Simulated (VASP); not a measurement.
# Ca (P6_3/mmc) in VASP: single point with PBEsol

Aim: the single point of Ca with PBEsol.

All numbers are computed with VASP 6.6.1; they aren't measurements. Logs are shortened: lines on timing, memory, paths and dates and some standing lists are left out, and cuts for length are marked.

**1. The cell of the first run**

The structure is hexagonal, space group P6_3/mmc (No. 194). Conventional cell: a = 2.919 Å, b = 2.919 Å, c = 4.756 Å, α = 90.00°, β = 90.00°, γ = 120.00°. Ca (site symmetry -6m2) has 12 Ca at 2.91 to 2.92 Å within 3.8 Å.

This isn't the form of Ca at room conditions, which is fcc.

**2. Single point, PBEsol (17.54 Å³/atom)**

File POSCAR:

```
Ca
1.0
    2.9186007646      0.0000000000      0.0000000000
   -1.4593003823      2.5275824057      0.0000000000
    0.0000000000      0.0000000000      4.7557089170
Ca
2
Direct
    0.3333333333      0.6666666667      0.2500000000
    0.6666666667      0.3333333333      0.7500000000
```

File INCAR.step1:

```
SYSTEM = Ca
PREC = Accurate
ENCUT = 520
EDIFF = 1E-6
ISMEAR = -1
SIGMA = 0.08
LREAL = .False.
LASPH = .True.
NELM = 100
ALGO = Normal
ISIF = 2
LWAVE = .False.
LCHARG = .True.
GGA = PS
NBANDS = 17
```

File KPOINTS.step1:

```
Automatic mesh
0
Gamma
  11 11 6
  0 0 0
```

File INCAR.step2:

```
SYSTEM = Ca
PREC = Accurate
ENCUT = 520
EDIFF = 1E-6
ISMEAR = -5
SIGMA = 0.08
LREAL = .False.
LASPH = .True.
NELM = 100
ALGO = Normal
ISIF = 2
LWAVE = .False.
LCHARG = .False.
GGA = PS
LORBIT = 10
NEDOS = 1001
ICHARG = 11
```

File KPOINTS.step2:

```
Automatic mesh
0
Gamma
  17 17 9
  0 0 0
```

Potentials or basis: VASP PAW PBE potentials, release 64 (Ca_sv).

Run with:

```
> cat potpaw_PBE.64/Ca_sv/POTCAR > POTCAR
> cp INCAR.step1 INCAR
> cp KPOINTS.step1 KPOINTS
> mpirun -np 1 vasp_std > vasp.out
> cp INCAR.step2 INCAR
> cp KPOINTS.step2 KPOINTS
> mpirun -np 1 vasp_std > vasp.out
```

OUTCAR:

```text
SYSTEM = Ca
   PREC = Accurate
   ENCUT = 520
   EDIFF = 1E-6
   ISMEAR = -5
   LREAL = .False.
   LASPH = .True.
   NELM = 100
   ISIF = 2
   GGA = PS
   LORBIT = 10
   ICHARG = 11

 ion  position               nearest neighbor table
   1  0.333  0.667  0.250-   2 2.91   2 2.91   2 2.91   2 2.91   2 2.91   2 2.91
   2  0.667  0.333  0.750-   1 2.91   1 2.91   1 2.91   1 2.91   1 2.91   1 2.91

  LATTYP: Found a hexagonal cell.
 ALAT       =     2.9186007646
 C/A-ratio  =     1.6294482530

  Lattice vectors:

 A1 = (   2.9186007646,   0.0000000000,   0.0000000000)
 A2 = (  -1.4593003823,   2.5275824057,   0.0000000000)
 A3 = (   0.0000000000,   0.0000000000,   4.7557089170)

Analysis of symmetry for initial positions (statically):
=====================================================================
 Subroutine PRICEL returns:
 Original cell was already a primitive cell.

 Routine SETGRP: Setting up the symmetry group for a
 hexagonal supercell.

 Subroutine GETGRP returns: Found 24 space group operations
 (whereof 12 operations were pure point group operations)
 out of a pool of 24 trial point group operations.

The static configuration has the point symmetry D_3d.
 The point group associated with its full space group is D_6h.

Analysis of symmetry for dynamics (positions and initial velocities):
=====================================================================
 Subroutine PRICEL returns:
 Original cell was already a primitive cell.

 Routine SETGRP: Setting up the symmetry group for a
 hexagonal supercell.

 Subroutine GETGRP returns: Found 24 space group operations
 (whereof 12 operations were pure point group operations)
 out of a pool of 24 trial point group operations.

The dynamic configuration has the point symmetry D_3d.
 The point group associated with its full space group is D_6h.

 Subroutine INISYM returns: Found 24 space group operations
 (whereof 12 operations are pure point group operations),
 and found     1 'primitive' translations

----------------------------------------------------------------------------------------

                                     Primitive cell

  volume of cell :      35.0829

  direct lattice vectors                    reciprocal lattice vectors
     2.918600765  0.000000000  0.000000000     0.342629938  0.197817487  0.000000000
    -1.459300382  2.527582406  0.000000000     0.000000000  0.395634974  0.000000000
     0.000000000  0.000000000  4.755708917     0.000000000  0.000000000  0.210273593

  length of vectors
     2.918600765  2.918600765  4.755708917     0.395634974  0.395634974  0.210273593

  position of ions in fractional coordinates (direct lattice)
     0.333333333  0.666666667  0.250000000
     0.666666667  0.333333333  0.750000000

  ion indices of the primitive-cell ions
   primitive index   ion index
                 1           1
                 2           2

----------------------------------------------------------------------------------------

 KPOINTS: Automatic mesh

Automatic generation of k-mesh.
 Grid dimensions read from file:
 generate k-points for:   17   17    9

 Generating k-lattice:

  Cartesian coordinates                     Fractional coordinates (reciprocal lattice)
     0.020154702  0.011636323  0.000000000     0.058823529  0.000000000  0.000000000
     0.000000000  0.023272646  0.000000000     0.000000000  0.058823529  0.000000000
     0.000000000  0.000000000  0.023363733     0.000000000  0.000000000  0.111111111

  Length of vectors
     0.023272646  0.023272646  0.023363733

  Shift w.r.t. Gamma in fractional coordinates (k-lattice)
     0.000000000  0.000000000  0.000000000

 TETIRR: Found   2533 inequivalent tetrahedra from    15606

 Subroutine IBZKPT returns following result:
 ===========================================

 Found    165 irreducible k-points:

 Following reciprocal coordinates:
            Coordinates               Weight
  0.000000  0.000000  0.000000      1.000000
  0.058824 -0.000000  0.000000      6.000000
  0.117647 -0.000000  0.000000      6.000000
  0.176471 -0.000000  0.000000      6.000000
  0.235294 -0.000000  0.000000      6.000000
  0.294118 -0.000000  0.000000      6.000000
[... 16 lines left out ...]
  0.411765  0.117647  0.000000     12.000000
  0.176471  0.176471  0.000000      6.000000
 [... further k-points ...]
   k-points           NKPTS =    165   k-points in BZ     NKDIM =    165   number of bands    NBANDS=     14
   number of dos      NEDOS =   1001   number of ions     NIONS =      2
   total plane-waves  NPLWV =  20736
   dimension x,y,z NGX =    24 NGY =   24 NGZ =   36
   dimension x,y,z NGXF=    48 NGYF=   48 NGZF=   72
   ions per type =               2
   NGX,Y,Z   is equivalent  to a cutoff of  13.67, 13.67, 12.58 a.u.
   NGXF,Y,Z  is equivalent  to a cutoff of  27.34, 27.34, 25.17 a.u.
 SYSTEM =  Ca
   PREC   = accura    normal or accurate (medium, high low for compatibility)
   ISTART =      0    job   : 0-new  1-cont  2-samecut
   ICHARG =     11    charge: 1-file 2-atom 10-const
   ISPIN  =      1    spin polarized calculation?
   LNONCOLLINEAR =      F non collinear calculations
   LSORBIT =      F    spin-orbit coupling
   LASPH  =      T    aspherical Exc in radial PAW
   ENCUT  =  520.0 eV  38.22 Ry    6.18 a.u.   5.43  5.43  8.84*2*pi/ulx,y,z
   NELM   =    100;   NELMIN=  2; NELMDL=  0     # of ELM steps
   EDIFF  = 0.1E-05   stopping-criterion for ELM
   LREAL  =      F    real-space projection
   EDIFFG = 0.1E-04   stopping-criterion for IOM
   NSW    =      0    number of steps for IOM
   IBRION =     -1    ionic relax: 0-MD 1-quasi-New 2-CG
   NFREE  =      0    steps in history (QN), initial steepest desc. (CG)
   ISIF   =      2    stress and relaxation
   ISYM   =      2    0-nonsym 1-usesym 2-fastsym
   POTIM  = 0.5000    time-step for ionic-motion
   TEBEG  =    0.0;   TEEND  =   0.0 temperature during run
   PSTRESS=    0.0 pullay stress
   NELECT =      20.0000    total number of electrons
   NUPDOWN=      -1.0000    fix difference up-down
   EMIN   =  10.00;   EMAX   =-10.00  energy-range for DOS
   EFERMI =   0.00;   METHOD = LEGACY
   ISMEAR =    -5;   SIGMA  =   0.08  broadening in eV -4-tet -1-fermi 0-gaus
   EFERMI_NEDOS =   21; number of points for ismear=-14 and -15
   IALGO  =     38    algorithm
   IMIX   =      4    mixing-type and parameters
     AMIX     =   0.40;   BMIX     =  1.00
     AMIX_MAG =   1.60;   BMIX_MAG =  1.00
  volume/ion in A,a.u.               =      17.54       118.38
  Fermi-wavevector in a.u.,A,eV,Ry     =   1.357437  2.565184 25.070580  1.842636
  Thomas-Fermi vector in A             =   2.484356
   LORBIT       =     10    0 simple, 1 ext, 2 COOP (PROOUT), +10 PAW based schemes
   GGA     = PS    functional components
   LHFCALC =     F    Hartree Fock is set to
   AEXX    =    0.0000 exact exchange contribution
   IVDW    =     0    specifies the selected vdW correction
   LEPSILON=     F    determine dielectric tensor
   LRPA    =     F    only Hartree local field effects (RPA)
 non-spin polarized calculation
 Fermi weights with tetrahedron method with Bloechl corrections
  energy-cutoff  :      520.00
  volume of cell :       35.08
 maximum number of plane-waves:       966
 NGX is ok and might be reduce to    24

 number of electron      20.0000001 magnetization

 Free energy of the ion-electron system (eV)
  ---------------------------------------------------
  ext. energy  EPLUGINS =         0.00000000
  ---------------------------------------------------
  free energy    TOTEN  =        -0.18151928 eV

  energy without entropy =       -0.18151928  energy(sigma->0) =       -0.18151928

 E-fermi :   6.5836     XC(G=0): -11.2233

 val. band max:        6.6476108080   @ k =   0.1765   0.1176   0.2222
 cond. band min:       6.5413895964   @ k =   0.2941   0.1765   0.0000
 fundamental gap:     -0.1062212116
 Fermi energy:         6.5836169609

 k-point     1 :       0.0000    0.0000    0.0000
  band No.  band energies     occupation
      1     -33.9512      2.00000
      2     -33.4492      2.00000
      3     -16.0590      2.00000
      4     -14.1524      2.00000
      5     -14.1524      2.00000
      6     -13.9030      2.00000
      7     -13.9030      2.00000
      8     -13.8859      2.00000
      9       2.1694      2.00000
     10       5.1102      2.00000
     11       9.5640      0.00000
     12       9.8436      0.00000
     13       9.8436      0.00000
     14       9.8781      0.00000

 k-point     2 :       0.0588   -0.0000    0.0000
  band No.  band energies     occupation
      1     -33.9370      2.00000
      2     -33.4422      2.00000
      3     -16.0348      2.00000
      4     -14.2130      2.00000
      5     -14.1708      2.00000
      6     -13.9656      2.00000
      7     -13.9096      2.00000
      8     -13.8938      2.00000
      9       2.2985      2.00000
     10       5.2274      2.00000
     11       9.3662      0.00000
     12       9.4641      0.00000
     13       9.9533      0.00000
     14      10.1653      0.00000
[... 343 lines left out ...]
      1     -33.4402      2.00000
      2     -33.2941      2.00000
      3     -15.7897      2.00000
      4     -15.4059      2.00000
      5     -15.0244      2.00000
      6     -14.7534      2.00000
      7     -14.4074      2.00000
      8     -14.2930      2.00000
      9       5.7770      2.00000
     10       5.7998      2.00000
     11       6.1716      2.19710
     12       8.1978      0.00000
     13       9.2916      0.00000
     14       9.5096      0.00000

 k-point    24 :       0.1765    0.1765    0.0000
  band No.  band energies     occupation
      1     -33.6432      2.00000
      2     -33.3221      2.00000
      3     -15.4918      2.00000
      4     -15.1288      2.00000
      5     -15.1005      2.00000
      6     -14.4822      2.00000
      7     -14.2115      2.00000
      8     -14.1176      2.00000
      9       4.8770      2.00000
     10       6.8521     -0.14294
     11       6.9434      0.00000
     12       7.2879      0.00000
     13       9.3407      0.00000
     14       9.6005      0.00000

 [... further k-points ...]

------------------------ aborting loop because EDIFF is reached ----------------------------------------

  FORCE on cell =-STRESS in cart. coord.  units (eV):
  Direction    XX          YY          ZZ          XY          YZ          ZX
  --------------------------------------------------------------------------------------
  -------------------------------------------------------------------------------------
  Total       10.1816528     10.1816528     10.1083326      0.0000000      0.0000000      0.0000000
  in kB      464.9792648    464.9792648    461.6308519      0.0000000      0.0000000      0.0000000
  external PRESSURE =     463.8631272 kB  Pullay stress =       0.0000000 kB

 VOLUME and BASIS-vectors are now :
 -----------------------------------------------------------------------------
  energy-cutoff  :      520.00
  volume of cell :       35.08
      direct lattice vectors                 reciprocal lattice vectors
     2.918600765  0.000000000  0.000000000     0.342629938  0.197817487  0.000000000
    -1.459300382  2.527582406  0.000000000     0.000000000  0.395634974  0.000000000
     0.000000000  0.000000000  4.755708917     0.000000000  0.000000000  0.210273593

 POSITION                                       TOTAL-FORCE (eV/Angst)
 -----------------------------------------------------------------------------------
     -0.00000      1.68505      1.18893        -0.000000      0.000000      0.000000
      1.45930      0.84253      3.56678         0.000000     -0.000000     -0.000000
 -----------------------------------------------------------------------------------
    total drift:                               -0.000000      0.000000     -0.000000

  FREE ENERGIE OF THE ION-ELECTRON SYSTEM (eV)
  ---------------------------------------------------
  free  energy   TOTEN  =        -0.1815192825 eV

  energy  without entropy=       -0.1815192825  energy(sigma->0) =       -0.18151928

 total charge

# of ion       s       p       d       tot
------------------------------------------
    1        2.165   5.805   0.630   8.600
    2        2.165   5.805   0.630   8.600
--------------------------------------------------
tot          4.330  11.610   1.260  17.201
```

Run time: 45 s. Hardware: 1 thread of AMD EPYC 9R45 (Zen 5), shared host; peak memory 0.17 GiB.

What came out:

```
Valence electrons inside the program's atomic spheres : Ca 8.60
```

Caveat: the PAW data sets were made with another functional, which shifts forces and pressure a little.
